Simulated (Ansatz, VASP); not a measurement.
**One calculation of KTaSe3, two programs**

```
K Ta Se
1.0
     5.16515    0.00000    0.00000
     0.00000    5.16515    0.00000
     0.00000    0.00000    5.16515
K Ta Se
1 1 3
Direct
  0.00000 0.00000 0.00000
  0.50000 0.50000 0.50000
  0.00000 0.50000 0.50000
  0.50000 0.00000 0.50000
  0.50000 0.50000 0.00000
```

Alike in both runs: task single point; functional PBE; k mesh 8 × 8 × 8; occupations gaussian, width 0.1 eV; no spin polarisation.

```csv
,VASP,Ansatz
version,VASP 6.6.1,Ansatz 0.2.0
potentials or method,"VASP PAW PBE potentials, release 64 (K_sv, Ta_pv, Se), cutoff 520 eV","scalar-relativistic, plane waves, PAW"
valence electrons in the cell,38,70
```

|  | VASP | Ansatz | Ansatz less VASP |
| --- | --- | --- | --- |
| gap on the k mesh at the Fermi level (eV) | none | none | - |
| pressure (GPa) | -1.7 | -1.8 | -0.11 |

A gap of «none» marks a metal or a gap that the smearing closes. VASP's potentials hold 38 valence electrons a cell and Ansatz's 70, so a difference there can come from the potentials and not from the codes.

Spin-orbit coupling is off throughout.
